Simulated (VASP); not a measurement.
# Hf (I4/mmm) in VASP: notebook

Runs on Hf. Level: r2SCAN. Tasks: single point.

Everything below comes from runs of VASP 6.6.1. Logs are shortened: lines on timing, memory, paths and dates and some standing lists are left out, and cuts for length are marked.

## Step 1: The cell of the first run

Symmetry: I4/mmm, No. 139, tetragonal system. Conventional cell: a = 3.429 Å, b = 3.429 Å, c = 3.610 Å, α = 90.00°, β = 90.00°, γ = 90.00°. Hf (site symmetry 4/mmm) has 14 Hf at 3.02 to 3.61 Å within 4.0 Å.

## Step 2: Single point, r2SCAN (strain -0.050 along x and y, +0.000 along z)

Input file POSCAR:

```
Hf
1.0
   -1.7147500000      1.7147500000      1.8050000000
    1.7147500000     -1.7147500000      1.8050000000
    1.7147500000      1.7147500000     -1.8050000000
Hf
1
Direct
    0.0000000000      0.0000000000      0.0000000000
```

Input file INCAR.step1:

```
SYSTEM = Hf
PREC = Accurate
ENCUT = 520
ISMEAR = 0
SIGMA = 0.15
LREAL = .False.
LASPH = .True.
NELM = 80
NBANDS = 11
GGA = PE
ALGO = Normal
EDIFF = 1E-4
LWAVE = .True.
LCHARG = .False.
```

Input file INCAR.step2:

```
SYSTEM = Hf
PREC = Accurate
ENCUT = 520
EDIFF = 1E-6
ISMEAR = 0
SIGMA = 0.15
LREAL = .False.
LASPH = .True.
NELM = 80
ALGO = Normal
ISIF = 2
LWAVE = .False.
LCHARG = .False.
METAGGA = R2SCAN
LMIXTAU = .True.
NBANDS = 11
ISTART = 1
```

Input file KPOINTS:

```
Automatic mesh
0
Gamma
  18 18 18
  0 0 0
```

Potentials or basis: VASP PAW PBE potentials, release 64 (Hf_pv).

On the command line:

```
$ cat potpaw_PBE.64/Hf_pv/POTCAR > POTCAR
$ cp INCAR.step1 INCAR
$ mpirun -np 1 vasp_std > vasp.out
$ cp INCAR.step2 INCAR
$ mpirun -np 1 vasp_std > vasp.out
```

OUTCAR:

```text
SYSTEM = Hf
   PREC = Accurate
   ENCUT = 520
   EDIFF = 1E-6
   ISMEAR = 0
   LREAL = .False.
   LASPH = .True.
   NELM = 80
   ISIF = 2
   METAGGA = R2SCAN
   ISTART = 1

 ion  position               nearest neighbor table
   1  0.000  0.000  0.000-

  LATTYP: Found a body centered tetragonal cell.
 ALAT       =     3.4295000000
 C/A-ratio  =     1.0526315789

  Lattice vectors:

 A1 = (  -1.7147500000,   1.7147500000,   1.8050000000)
 A2 = (   1.7147500000,  -1.7147500000,   1.8050000000)
 A3 = (   1.7147500000,   1.7147500000,  -1.8050000000)

Analysis of symmetry for initial positions (statically):
=====================================================================
 Subroutine PRICEL returns:
 Original cell was already a primitive cell.

 Routine SETGRP: Setting up the symmetry group for a
 body centered tetragonal supercell.

 Subroutine GETGRP returns: Found 16 space group operations
 (whereof 16 operations were pure point group operations)
 out of a pool of 16 trial point group operations.

The static configuration has the point symmetry D_4h.

Analysis of symmetry for dynamics (positions and initial velocities):
=====================================================================
 Subroutine PRICEL returns:
 Original cell was already a primitive cell.

 Routine SETGRP: Setting up the symmetry group for a
 body centered tetragonal supercell.

 Subroutine GETGRP returns: Found 16 space group operations
 (whereof 16 operations were pure point group operations)
 out of a pool of 16 trial point group operations.

The dynamic configuration has the point symmetry D_4h.

 Subroutine INISYM returns: Found 16 space group operations
 (whereof 16 operations are pure point group operations),
 and found     1 'primitive' translations

----------------------------------------------------------------------------------------

                                     Primitive cell

  volume of cell :      21.2295

  direct lattice vectors                    reciprocal lattice vectors
    -1.714750000  1.714750000  1.805000000     0.000000000  0.291587695  0.277008310
     1.714750000 -1.714750000  1.805000000     0.291587695  0.000000000  0.277008310
     1.714750000  1.714750000 -1.805000000     0.291587695  0.291587695  0.000000000

  length of vectors
     3.023038228  3.023038228  3.023038228     0.402190238  0.402190238  0.412367273

  position of ions in fractional coordinates (direct lattice)
     0.000000000  0.000000000  0.000000000

  ion indices of the primitive-cell ions
   primitive index   ion index
                 1           1

----------------------------------------------------------------------------------------

 KPOINTS: Automatic mesh

Automatic generation of k-mesh.
 Grid dimensions read from file:
 generate k-points for:   18   18   18

 Generating k-lattice:

  Cartesian coordinates                     Fractional coordinates (reciprocal lattice)
     0.000000000  0.016199316  0.015389351     0.055555556  0.000000000  0.000000000
     0.016199316  0.000000000  0.015389351     0.000000000  0.055555556  0.000000000
     0.016199316  0.016199316  0.000000000     0.000000000  0.000000000  0.055555556

  Length of vectors
     0.022343902  0.022343902  0.022909293

  Shift w.r.t. Gamma in fractional coordinates (k-lattice)
     0.000000000  0.000000000  0.000000000

 Subroutine IBZKPT returns following result:
 ===========================================

 Found    480 irreducible k-points:

 Following reciprocal coordinates:
            Coordinates               Weight
  0.000000  0.000000  0.000000      1.000000
  0.055556 -0.000000  0.000000      8.000000
  0.111111 -0.000000  0.000000      8.000000
  0.166667  0.000000  0.000000      8.000000
  0.222222  0.000000  0.000000      8.000000
  0.277778 -0.000000  0.000000      8.000000
[... 16 lines left out ...]
 -0.277778  0.055556 -0.000000     16.000000
 -0.222222  0.055556  0.000000     16.000000
 [... further k-points ...]
   k-points           NKPTS =    480   k-points in BZ     NKDIM =    480   number of bands    NBANDS=     11
   number of dos      NEDOS =    301   number of ions     NIONS =      1
   total plane-waves  NPLWV =  13824
   dimension x,y,z NGX =    24 NGY =   24 NGZ =   24
   dimension x,y,z NGXF=    48 NGYF=   48 NGZF=   48
   ions per type =               1
   NGX,Y,Z   is equivalent  to a cutoff of  13.20, 13.20, 13.20 a.u.
   NGXF,Y,Z  is equivalent  to a cutoff of  26.40, 26.40, 26.40 a.u.
 SYSTEM =  Hf
   PREC   = accura    normal or accurate (medium, high low for compatibility)
   ISTART =      1    job   : 0-new  1-cont  2-samecut
   ICHARG =      0    charge: 1-file 2-atom 10-const
   ISPIN  =      1    spin polarized calculation?
   LNONCOLLINEAR =      F non collinear calculations
   LSORBIT =      F    spin-orbit coupling
   LASPH  =      T    aspherical Exc in radial PAW
   ENCUT  =  520.0 eV  38.22 Ry    6.18 a.u.   5.62  5.62  5.62*2*pi/ulx,y,z
   NELM   =     80;   NELMIN=  2; NELMDL=  0     # of ELM steps
   EDIFF  = 0.1E-05   stopping-criterion for ELM
   LREAL  =      F    real-space projection
   EDIFFG = 0.1E-04   stopping-criterion for IOM
   NSW    =      0    number of steps for IOM
   IBRION =     -1    ionic relax: 0-MD 1-quasi-New 2-CG
   NFREE  =      0    steps in history (QN), initial steepest desc. (CG)
   ISIF   =      2    stress and relaxation
   ISYM   =      2    0-nonsym 1-usesym 2-fastsym
   POTIM  = 0.5000    time-step for ionic-motion
   TEBEG  =    0.0;   TEEND  =   0.0 temperature during run
   PSTRESS=    0.0 pullay stress
   NELECT =      10.0000    total number of electrons
   NUPDOWN=      -1.0000    fix difference up-down
   EMIN   =  10.00;   EMAX   =-10.00  energy-range for DOS
   EFERMI =   0.00;   METHOD = LEGACY
   ISMEAR =     0;   SIGMA  =   0.15  broadening in eV -4-tet -1-fermi 0-gaus
   EFERMI_NEDOS =   21; number of points for ismear=-14 and -15
   IALGO  =     38    algorithm
   IMIX   =      4    mixing-type and parameters
     AMIX     =   0.40;   BMIX     =  1.00
     AMIX_MAG =   1.60;   BMIX_MAG =  1.00
  volume/ion in A,a.u.               =      21.23       143.26
  Fermi-wavevector in a.u.,A,eV,Ry     =   1.273782  2.407100 22.075745  1.622521
  Thomas-Fermi vector in A             =   2.406587
   LORBIT       =      0    0 simple, 1 ext, 2 COOP (PROOUT), +10 PAW based schemes
   METAGGA = R2SCAN    functional components
   LHFCALC =     F    Hartree Fock is set to
   AEXX    =    0.0000 exact exchange contribution
   IVDW    =     0    specifies the selected vdW correction
   LEPSILON=     F    determine dielectric tensor
   LRPA    =     F    only Hartree local field effects (RPA)
 non-spin polarized calculation
 Gauss-broadening in eV      SIGMA  =   0.15
  energy-cutoff  :      520.00
  volume of cell :       21.23
 maximum number of plane-waves:       595
   NGX = 11   NGY = 11   NGZ = 11

 number of electron      10.0000000 magnetization

 Free energy of the ion-electron system (eV)
  ---------------------------------------------------
  ext. energy  EPLUGINS =         0.00000000
  ---------------------------------------------------
  free energy    TOTEN  =       -44.94420057 eV

  energy without entropy =      -44.92359054  energy(sigma->0) =      -44.93389556

 E-fermi :   4.8254     XC(G=0): -12.4348

 val. band max:        4.8244118581   @ k =  -0.1111   0.4444   0.0556
 cond. band min:       4.8267410921   @ k =   0.4444   0.2222  -0.0000
 fundamental gap:      0.0023292340
 Fermi energy:         4.8254448324

 k-point     1 :       0.0000    0.0000    0.0000
  band No.  band energies     occupation
      1     -25.9483      2.00000
      2     -25.9447      2.00000
      3     -25.9447      2.00000
      4      -2.7402      2.00000
      5       6.4430      0.00000
      6       6.4430      0.00000
      7       7.0746      0.00000
      8       9.1496      0.00000
      9      10.0088      0.00000
     10      17.1547      0.00000
     11      18.4559      0.00000

 k-point     2 :       0.0556   -0.0000    0.0000
  band No.  band energies     occupation
      1     -25.9793      2.00000
      2     -25.9540      2.00000
      3     -25.9464      2.00000
      4      -2.6158      2.00000
      5       6.4108      0.00000
      6       6.4533      0.00000
      7       7.0957      0.00000
      8       9.0417      0.00000
      9       9.9529      0.00000
     10      17.1547      0.00000
     11      18.7060      0.00000

 k-point     3 :       0.1111   -0.0000    0.0000
  band No.  band energies     occupation
      1     -26.0727      2.00000
      2     -25.9806      2.00000
      3     -25.9465      2.00000
      4      -2.2535      2.00000
      5       6.2746      0.00000
      6       6.3448      0.00000
      7       7.3179      0.00000
      8       8.8080      0.00000
      9       9.8555      0.00000
     10      17.1547      0.00000
     11      19.2146      0.00000

 k-point     4 :       0.1667    0.0000    0.0000
  band No.  band energies     occupation
      1     -26.2131      2.00000
      2     -26.0211      2.00000
      3     -25.9465      2.00000
      4      -1.6870      2.00000
      5       5.9705      0.00000
      6       6.0558      0.00000
      7       7.8482      0.00000
      8       8.6680      0.00000
      9       9.7940      0.00000
     10      17.1547      0.00000
     11      19.5559      0.00000

 k-point     5 :       0.2222    0.0000    0.0000
  band No.  band energies     occupation
      1     -26.3810      2.00000
      2     -26.0704      2.00000
      3     -25.9465      2.00000
      4      -0.9767      2.00000
      5       5.5515      0.00000
      6       5.6930      0.00000
      7       8.6231      0.00000
      8       8.7268      0.00000
      9       9.7998      0.00000
     10      17.1546      0.00000
     11      19.3027      0.00000
[... 211 lines left out ...]
 k-point    21 :      -0.3889    0.0556   -0.0000
  band No.  band energies     occupation
      1     -26.7811      2.00000
      2     -26.1978      2.00000
      3     -25.9613      2.00000
      4       0.8075      2.00000
      5       4.8609      0.73833
      6       5.0461      0.03750
      7       9.0055      0.00000
      8      10.3916      0.00000
      9      11.3292      0.00000
     10      17.1532      0.00000
     11      17.4362      0.00000

 k-point    22 :      -0.3333    0.0556   -0.0000
  band No.  band energies     occupation
      1     -26.6423      2.00000
      2     -26.1508      2.00000
      3     -25.9616      2.00000
      4       0.2400      2.00000
      5       5.0185      0.06872
      6       5.1421      0.00283
      7       8.8535      0.00000
      8      10.1197      0.00000
      9      10.2645      0.00000
     10      17.1543      0.00000
     11      18.3424      0.00000

 k-point    23 :      -0.2778    0.0556   -0.0000
  band No.  band energies     occupation
      1     -26.4800      2.00000
      2     -26.0972      2.00000
      3     -25.9615      2.00000
      4      -0.4921      2.00000
      5       5.2751      0.00002
      6       5.4834      0.00000
      7       8.7091      0.00000
      8       9.1482      0.00000
      9       9.9888      0.00000
     10      17.1546      0.00000
     11      19.2397      0.00000

 k-point    24 :      -0.2222    0.0556    0.0000
  band No.  band energies     occupation
      1     -26.3126      2.00000
      2     -26.0434      2.00000
      3     -25.9611      2.00000
      4      -1.2404      2.00000
      5       5.6529      0.00000
      6       5.8786      0.00000
      7       8.2571      0.00000
      8       8.6641      0.00000
      9       9.8348      0.00000
     10      17.1546      0.00000
     11      19.7461      0.00000

 [... further k-points ...]

------------------------ aborting loop because EDIFF is reached ----------------------------------------

  FORCE on cell =-STRESS in cart. coord.  units (eV):
  Direction    XX          YY          ZZ          XY          YZ          ZX
  --------------------------------------------------------------------------------------
  -------------------------------------------------------------------------------------
  Total        0.4861014      0.4861014      0.8183040      0.0000000      0.0000000     -0.0000000
  in kB       36.6858508     36.6858508     61.7570371      0.0000000      0.0000000     -0.0000000
  external PRESSURE =      45.0429129 kB  Pullay stress =       0.0000000 kB

 VOLUME and BASIS-vectors are now :
 -----------------------------------------------------------------------------
  energy-cutoff  :      520.00
  volume of cell :       21.23
      direct lattice vectors                 reciprocal lattice vectors
    -1.714750000  1.714750000  1.805000000     0.000000000  0.291587695  0.277008310
     1.714750000 -1.714750000  1.805000000     0.291587695  0.000000000  0.277008310
     1.714750000  1.714750000 -1.805000000     0.291587695  0.291587695  0.000000000

 POSITION                                       TOTAL-FORCE (eV/Angst)
 -----------------------------------------------------------------------------------
      0.00000      0.00000      0.00000        -0.000000     -0.000000     -0.000000
 -----------------------------------------------------------------------------------
    total drift:                               -0.000000      0.000000      0.000000

  FREE ENERGIE OF THE ION-ELECTRON SYSTEM (eV)
  ---------------------------------------------------
  free  energy   TOTEN  =       -44.9442005741 eV

  energy  without entropy=      -44.9235905370  energy(sigma->0) =      -44.93389556
```

It took 5.2 min on 1 thread of Intel Xeon 8259CL, shared host; peak memory 0.24 GiB.

What came out:

```yaml
Free_energy: -44.9442 eV
Pressure: 4.5 GPa
Band_gap_on_the_k_mesh: zero (bands 5 and 6 overlap by 2.41 eV)
```

Levels at points of the mesh, in eV from the Fermi level:
| k point | band 2 | band 3 | band 4 | band 5 | band 6 | band 7 | band 8 | band 9 |
| --- | --- | --- | --- | --- | --- | --- | --- | --- |
| (0.00, 0.00, 0.00) | -30.77 | -30.77 | -7.57 | 1.62 | 1.62 | 2.25 | 4.32 | 5.18 |
| (0.50, 0.00, 0.00) | -31.07 | -30.77 | -3.68 | -0.25 | 0.96 | 4.27 | 5.76 | 8.33 |
| (0.50, 0.50, 0.00) | -31.12 | -30.81 | -3.61 | -0.91 | 1.31 | 5.25 | 6.01 | 8.48 |
| (0.50, 0.50, 0.50) | -31.42 | -31.42 | -3.04 | -2.88 | 7.09 | 7.39 | 7.55 | 7.55 |

Caveat: the cell differs from its parent crystal (strain -0.050 along x and y, +0.000 along z); the cell stands under pressure; the PAW data sets were made with another functional, which shifts forces and pressure a little; spin-orbit coupling is left out, which moves the levels of the heavy elements.

## Step 3: Single point, r2SCAN (strain -0.025 along x and y, -0.050 along z)

Input file POSCAR:

```
Hf
1.0
   -1.7598750000      1.7598750000      1.7147500000
    1.7598750000     -1.7598750000      1.7147500000
    1.7598750000      1.7598750000     -1.7147500000
Hf
1
Direct
    0.0000000000      0.0000000000      0.0000000000
```

Input file INCAR.step1:

```
SYSTEM = Hf
PREC     = Accurate       ! precision mode
ENCUT    = 520            ! plane-wave cutoff, eV
ISMEAR   = 0              ! smearing method
SIGMA    = 0.15           ! smearing width, eV
LREAL    = .False.        ! projectors in reciprocal space
LASPH    = .True.         ! aspherical terms in the spheres
NELM     = 60             ! most SCF steps
NBANDS   = 11             ! bands
GGA      = PE             ! functional
ALGO     = Normal         ! electronic algorithm
EDIFF    = 1E-4           ! SCF threshold, eV
LWAVE    = .True.         ! write WAVECAR
LCHARG   = .False.        ! write CHGCAR
```

Input file INCAR.step2:

```
SYSTEM = Hf
PREC     = Accurate       ! precision mode
ENCUT    = 520            ! plane-wave cutoff, eV
EDIFF    = 1E-6           ! SCF threshold, eV
ISMEAR   = 0              ! smearing method
SIGMA    = 0.15           ! smearing width, eV
LREAL    = .False.        ! projectors in reciprocal space
LASPH    = .True.         ! aspherical terms in the spheres
NELM     = 60             ! most SCF steps
ALGO     = Normal         ! electronic algorithm
ISIF     = 2              ! what is computed and relaxed
LWAVE    = .False.        ! write WAVECAR
LCHARG   = .True.         ! write CHGCAR
METAGGA  = R2SCAN         ! meta-GGA
LMIXTAU  = .True.       
LELF     = .True.         ! ELF
LVHAR    = .True.       
NBANDS   = 11             ! bands
ISTART   = 1
```

Input file KPOINTS:

```
regular mesh
0
Gamma
  18 18 18
  0 0 0
```

Potentials or basis: VASP PAW PBE potentials, release 64 (Hf_pv).

On the command line:

```
$ cat potpaw_PBE.64/Hf_pv/POTCAR > POTCAR
$ cp INCAR.step1 INCAR
$ mpirun -np 1 vasp_std > vasp.out
$ cp INCAR.step2 INCAR
$ mpirun -np 1 vasp_std > vasp.out
```

Run time: 5.6 min. Hardware: 1 thread of Intel Xeon 8259CL, shared host; peak memory 0.24 GiB.

The run converged. Its results:

- Free energy: -44.9405 eV
- Pressure: 4.3 GPa
- Band gap on the k mesh: zero (bands 5 and 6 overlap by 2.45 eV)

Stress tensor (GPa, compression positive):
```
4.83 0.00 0.00
0.00 4.83 0.00
0.00 0.00 3.38
```

Levels at points of the mesh, in eV from the Fermi level:
```tsv
k point	band 1	band 2	band 3	band 4	band 5	band 6	band 7	band 8	band 9	band 10
(0.00, 0.00, 0.00)	-30.77	-30.77	-30.76	-7.55	1.59	1.93	1.93	4.55	5.01	12.34
(0.50, 0.00, 0.00)	-31.76	-31.09	-30.78	-3.63	-0.59	1.13	4.79	5.86	8.42	11.14
(0.50, 0.50, 0.00)	-31.77	-31.06	-30.76	-3.67	-0.24	0.96	4.40	5.61	8.36	11.29
(0.50, 0.50, 0.50)	-31.47	-31.47	-31.41	-2.99	-2.91	7.47	7.47	7.55	7.72	7.72
```

Caveat: the cell differs from its parent crystal (strain -0.025 along x and y, -0.050 along z); the cell stands under pressure; the PAW data sets were made with another functional, which shifts forces and pressure a little; spin-orbit coupling is left out, which moves the levels of the heavy elements.

(Continued in part 2 of 2.)
